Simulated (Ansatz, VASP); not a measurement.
This is a calculation of TiSi2 for Ansatz 0.2.0.

Contents of input.yaml:

```yaml
crystal:
  lattice:
    - [1.7767948029, -6.8040462934, 0.0]
    - [1.7767948029, 6.8040462934, 0.0]
    - [0.0, 0.0, 3.5887850817]
  atoms:
    - { symbol: Ti, position: [0.10311808, 0.89688192, 0.25] }
    - { symbol: Ti, position: [0.89688192, 0.10311808, 0.75] }
    - { symbol: Si, position: [0.75031482, 0.24968518, 0.25] }
    - { symbol: Si, position: [0.24968518, 0.75031482, 0.75] }
    - { symbol: Si, position: [0.44174855, 0.55825145, 0.25] }
    - { symbol: Si, position: [0.55825145, 0.44174855, 0.75] }
hamiltonian:
  xc: pbe
  pseudopotentials: { kind: paw }
kpoints:
  mp_grid: { grid: [8, 8, 8] }
scf:
  occupations: { method: fermi_dirac, width: 0.05 }
output:
  forces: true
  stress: true
  eigenvalues: true
```

Potentials or basis: Ansatz PAW.

The run is started by

```bash
$ ansatz run input.yaml --threads 2 --pin off --max-ram 5120MiB --backend cpu --events-out ev --progress --plain --runs-dir out
```

Question: Translate it to VASP 6.6.1. Potentials there: VASP PAW PBE potentials, release 64 (Ti_sv, Si).

Answer: As run (the cutoff follows the program's own potentials):

The input INCAR:

```
ALGO = Normal
EDIFF = 1E-7
ENCUT = 520
GGA = PE
ISIF = 2
ISMEAR = -1
LASPH = T
LCHARG = F
LREAL = F
LWAVE = F
NBANDS = 29
NELM = 100
PREC = Accurate
SIGMA = 0.05
```

The input KPOINTS:

```
k-points
0
Gamma
  8 8 8
```

File POSCAR:

```
TiSi2
1.0
    1.7767948029     -6.8040462934      0.0000000000
    1.7767948029      6.8040462934      0.0000000000
    0.0000000000      0.0000000000      3.5887850817
Ti Si
2 4
Direct
    0.1031180800      0.8968819200      0.2500000000
    0.8968819200      0.1031180800      0.7500000000
    0.7503148200      0.2496851800      0.2500000000
    0.2496851800      0.7503148200      0.7500000000
    0.4417485500      0.5582514500      0.2500000000
    0.5582514500      0.4417485500      0.7500000000
```

Potentials or basis: VASP PAW PBE potentials, release 64 (Ti_sv, Si).

The run is started by

```bash
$ cat potpaw_PBE.64/Ti_sv/POTCAR potpaw_PBE.64/Si/POTCAR > POTCAR
$ mpirun -np 1 vasp_std > vasp.out
```

Both were run:

|  | VASP | Ansatz | Ansatz less VASP |
| --- | --- | --- | --- |
| gap on the k mesh at the Fermi level (eV) | none | none | - |
| pressure (GPa) | -1.0 | -0.9 | +0.04 |
| traceless stress, the component that is largest in VASP (GPa) | 0.11 | 0.10 | -0.006 |
| rms of the force components (eV/Å) | 0.042 | 0.045 | +0.0030 |

Atom by atom the forces differ by 0.004 eV/Å (rms over components). A gap of «none» marks a metal or a gap that the smearing closes. The functional is the same, so the differences come from potentials, cutoffs and numerics.
